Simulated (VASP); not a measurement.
Co, 2 atoms in the cell. It takes space group P6_3/mmc (No. 194, hexagonal). The conventional cell has a = 2.428 Å, b = 2.428 Å, c = 3.917 Å, α = 90.00°, β = 90.00°, γ = 120.00°. Within 3.2 Å of Co (site symmetry -6m2) lie 12 Co at 2.41 to 2.43 Å. 

```yaml
Program: VASP 6.6.1
Task: single point
Functional: LDA
Potentials_or_basis: VASP PAW LDA potentials, release 64 (Co)
Cutoff: 520 eV
k_mesh: 12 × 12 × 7
Occupations: fermi-dirac, width 0.05 eV
Spin: collinear spin, ferromagnetic start
Starting_moments: "[2.0, 2.0] μB"
Dipole_correction: no
Further_INCAR_settings: ALGO = Normal; EDIFF = 1e-07; NBANDS = 20
```

Potentials or basis: VASP PAW LDA potentials, release 64 (Co).

Launch:

```console
$ cat potpaw_LDA.64/Co/POTCAR > POTCAR
$ mpirun -np 1 vasp_std > vasp.out
```

Hardware: 1 thread of Intel(R) Xeon(R) 6975P-C (Granite Rapids), on a shared host.

Q: Estimate the wall time of this run.

A: It took 26 s on 1 thread of Intel(R) Xeon(R) 6975P-C (Granite Rapids), on a shared host, peak memory 0.15 GiB. Counts: scf iterations 15, k points 76.
